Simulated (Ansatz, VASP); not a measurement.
**Two plane-wave programs on Ir**

```
Ir
1.0
    -1.51267    1.51267    1.51267
     1.51267   -1.51267    1.51267
     1.51267    1.51267   -1.51267
Ir
1
Direct
  0.00000 0.00000 0.00000
```

Alike in both runs: task relaxation of cell and atoms; functional LDA; k mesh 20 × 20 × 20; occupations fermi-dirac, width 0.08 eV; no spin polarisation.

```csv
,VASP,Ansatz
version,VASP 6.6.1,Ansatz 0.2.0
potentials or method,"VASP PAW LDA potentials, release 64 (Ir_sv_GW)","PAW with Ansatz's default frozen-core files, scalar-relativistic"
plane-wave cutoff (eV),560,420
valence electrons in the cell,17,17
```

Ansatz gave:

```
relaxed volume (Å³/atom)                                                      : 14.34
relaxed length of the cell vector where the two differ most in proportion (Å) : 2.651
```

**Question.** Which values does VASP return?

**Answer.** Relaxed volume (Å³/atom): 14.30; relaxed length of the cell vector where the two differ most in proportion (Å): 2.649.

LDA's correlation is that of Perdew and Zunger in VASP and of Perdew and Wang (1992) in Ansatz.

Spin-orbit coupling is off throughout.
